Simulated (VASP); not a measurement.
# InH (Pm-3m) in VASP: notebook, part 2 of 2

VASP 6.6.1. The steps go on from the part before.

**3. Vibrations by perturbation theory, PBEsol**

File INCAR:

```
SYSTEM = InH
PREC = Accurate
ENCUT = 520
EDIFF = 1E-8
ISMEAR = -1
SIGMA = 0.15
LREAL = .FALSE.
LASPH = .TRUE.
NELM = 100
ALGO = Normal
ISIF = 2
LWAVE = .FALSE.
LCHARG = .TRUE.
GGA = PS
IBRION = 8
NSW = 1
```

File KPOINTS:

```
Automatic mesh
0
Gamma
  14 14 14
  0.5 0.5 0.5
```

File POSCAR:

```
InH
1.0
    3.0940000000      0.0000000000      0.0000000000
    0.0000000000      3.0940000000      0.0000000000
    0.0000000000      0.0000000000      3.0940000000
In H
1 1
Direct
    0.0000000000      0.0000000000      0.0000000000
    0.5000000000      0.5000000000      0.5000000000
```

Potentials or basis: VASP PAW PBE potentials, release 64 (In_d, H).

Command:

```sh
> cat potpaw_PBE.64/In_d/POTCAR potpaw_PBE.64/H/POTCAR > POTCAR
> mpirun -np 1 vasp_std > vasp.out
```

OUTCAR:

```text
SYSTEM = InH
   PREC = Accurate
   ENCUT = 520
   EDIFF = 1E-8
   ISMEAR = -1
   LREAL = .FALSE.
   LASPH = .TRUE.
   NELM = 100
   ISIF = 2
   GGA = PS
   IBRION = 8
   NSW = 1

 ion  position               nearest neighbor table
   1  0.000  0.000  0.000-
   2  0.500  0.500  0.500-

  LATTYP: Found a simple cubic cell.
 ALAT       =     3.0940000000

  Lattice vectors:

 A1 = (   3.0940000000,   0.0000000000,   0.0000000000)
 A2 = (   0.0000000000,   3.0940000000,   0.0000000000)
 A3 = (   0.0000000000,   0.0000000000,   3.0940000000)

Analysis of symmetry for initial positions (statically):
=====================================================================
 Subroutine PRICEL returns:
 Original cell was already a primitive cell.

 Routine SETGRP: Setting up the symmetry group for a
 simple cubic supercell.

 Subroutine GETGRP returns: Found 48 space group operations
 (whereof 48 operations were pure point group operations)
 out of a pool of 48 trial point group operations.

The static configuration has the point symmetry O_h .

Analysis of symmetry for dynamics (positions and initial velocities):
=====================================================================
 Subroutine PRICEL returns:
 Original cell was already a primitive cell.

 Routine SETGRP: Setting up the symmetry group for a
 simple cubic supercell.

 Subroutine GETGRP returns: Found 48 space group operations
 (whereof 48 operations were pure point group operations)
 out of a pool of 48 trial point group operations.

The dynamic configuration has the point symmetry O_h .

 Subroutine INISYM returns: Found 48 space group operations
 (whereof 48 operations are pure point group operations),
 and found     1 'primitive' translations
[... 514 lines left out ...]
    total drift:                               -0.000000      0.000000      0.000000

  FREE ENERGIE OF THE ION-ELECTRON SYSTEM (eV)
  ---------------------------------------------------
  free  energy   TOTEN  =        -5.2611898227 eV

  energy  without entropy=       -5.2278257156  energy(sigma->0) =       -5.24450777

[... ionic steps 2 to 3 ...]

--------------------------------------- Ionic step        4  -------------------------------------------

------------------------ aborting loop because EDIFF is reached ----------------------------------------

[... ionic steps 5 to 6 ...]

--------------------------------------- Ionic step        7  -------------------------------------------

 Free energy of the ion-electron system (eV)
  ---------------------------------------------------
  ---------------------------------------------------
  free energy    TOTEN  =        -0.01457256 eV

  energy without entropy =       -0.01457257

------------------------ aborting loop because EDIFF is reached ----------------------------------------

 INTERNAL STRAIN TENSOR  FOR ION    2  DIRECTION 1   (eV/Angst):
 -----------------------------------------------------------------------------
    -0.03226  0.00000  0.00000
     0.00000  0.01450 -0.00000
    -0.00000 -0.00000  0.01450

 INTERNAL STRAIN TENSOR FOR ION    2 for displacements in x,y,z  (eV/Angst):
          X           Y           Z          XY          YZ          ZX
  --------------------------------------------------------------------------------
  x     0.00000     0.00000     0.00000     0.00000     0.00000     0.00000
  y     0.00000     0.00000     0.00000     0.00000     0.00000     0.00000
  z     0.00000     0.00000     0.00000     0.00000     0.00000     0.00000

 SECOND DERIVATIVES (NOT SYMMETRIZED)
 ------------------------------------
               1X          1Y          1Z          2X          2Y          2Z
  1X     0.792760   -0.000000    0.000000   -0.792760    0.000000   -0.000000
  1Y    -0.000000    0.792760    0.000000    0.000000   -0.792760   -0.000000
  1Z     0.000000    0.000000    0.792760   -0.000000   -0.000000   -0.792760
  2X    -0.758203   -0.000000    0.000000    0.758203    0.000000   -0.000000
  2Y     0.000000   -0.758203   -0.000000   -0.000000    0.758203    0.000000
  2Z     0.000000    0.000000   -0.758203   -0.000000   -0.000000    0.758203

 Eigenvectors and eigenvalues of the dynamical matrix
 ----------------------------------------------------

   1 f  =    0.028819 THz     0.181077 2PiTHz    0.961309 cm-1     0.119187 meV
             X         Y         Z           dx          dy          dz
      0.000000  0.000000  0.000000     0.000000    0.000000    0.995476
      1.547000  1.547000  1.547000     0.000000    0.000000    0.095018
[... 21 lines left out ...]
   6 f/i=   13.674544 THz    85.919695 2PiTHz  456.133696 cm-1    56.553345 meV
             X         Y         Z           dx          dy          dz
      0.000000  0.000000  0.000000    -0.000000    0.095018   -0.000000
      1.547000  1.547000  1.547000    -0.000000   -0.995476    0.000000

--------------------------------------------------------------------------------------------------------

 ELASTIC MODULI CONTR FROM IONIC RELAXATION (kBar)
 Direction    XX          YY          ZZ          XY          YZ          ZX
 --------------------------------------------------------------------------------
 XX           0.0000      0.0000      0.0000      0.0000      0.0000      0.0000
 YY           0.0000      0.0000      0.0000      0.0000      0.0000      0.0000
 ZZ           0.0000      0.0000      0.0000      0.0000      0.0000      0.0000
 XY           0.0000      0.0000      0.0000      0.0000      0.0000      0.0000
 YZ           0.0000      0.0000      0.0000      0.0000      0.0000      0.0000
 ZX           0.0000      0.0000      0.0000      0.0000      0.0000      0.0000
 --------------------------------------------------------------------------------
```

OSZICAR:

```text
N       E                     dE             d eps       ncg     rms          rms(c)
DAV:   1     0.775907449969E+02    0.77591E+02   -0.70793E+03  1860   0.164E+03
DAV:   2    -0.195800514511E+01   -0.79549E+02   -0.77780E+02  1884   0.303E+02
DAV:   3    -0.540818971307E+01   -0.34502E+01   -0.34266E+01  2190   0.703E+01
DAV:   4    -0.548765208049E+01   -0.79462E-01   -0.79422E-01  2262   0.107E+01
[... 44 lines left out ...]
RMM:   7    -0.145701884405E-01    0.95149E-06   -0.38121E-08  7955   0.133E-03    0.594E-04
RMM:   8    -0.145724342261E-01   -0.22458E-05   -0.15811E-08  7830   0.423E-04    0.303E-04
RMM:   9    -0.145725147206E-01   -0.80495E-07    0.56843E-09  8224   0.161E-04    0.466E-05
RMM:  10    -0.145725639421E-01   -0.49222E-07    0.68159E-09  8202   0.701E-05    0.497E-05
RMM:  11    -0.145725581254E-01    0.58167E-08   -0.58735E-09  8663   0.239E-05    0.785E-06
 Linear response finished
```

stdout:

```text
POSCAR found type information on POSCAR InH
 POSCAR found :  2 types and       2 ions
 scaLAPACK will be used
 -----------------------------------------------------------------------------
|                                                                             |
|                                                                             |
|     You enforced a specific xc type in the INCAR file but a different       |
|     I HOPE YOU KNOW WHAT YOU ARE DOING!                                     |
|                                                                             |
 -----------------------------------------------------------------------------

 LDA part: xc-table for (Slater+PW92), standard interpolation
 POSCAR, INCAR and KPOINTS ok, starting setup
 FFT: planning ... GRIDC
 FFT: planning ... GRID_SOFT
 FFT: planning ... GRID
 WAVECAR not read
 entering main loop
 Linear response reoptimize wavefunctions to high precision
 Linear response DOF=           2
 Linear response progress:
 first order change of Fermi-energy   0.12464E-03
 force on displaced ion       1 direction 1 :   0.793  -0.000   0.000
 Linear response progress:
 first order change of Fermi-energy  -0.18500E-03
 force on displaced ion       2 direction 1 :   0.758   0.000  -0.000
 Linear response finished
```

Run time: 1.9 min. Hardware: 1 thread of AMD EPYC 9R45 (Zen 5), shared host; peak memory 0.25 GiB.

What came out:

```
Highest phonon frequency at Γ, LO-TO splitting left out : 1 cm⁻¹
Most unstable mode                                      : 456i cm⁻¹
```

Phonon frequencies in cm⁻¹ (negative: imaginary):
| q point | frequencies |
| --- | --- |
| (0.000, 0.000, 0.000) | -456 -456 -456 1 1 1 |

Caveat: some modes are imaginary; spin-orbit coupling is left out, which moves the levels of the heavy elements.
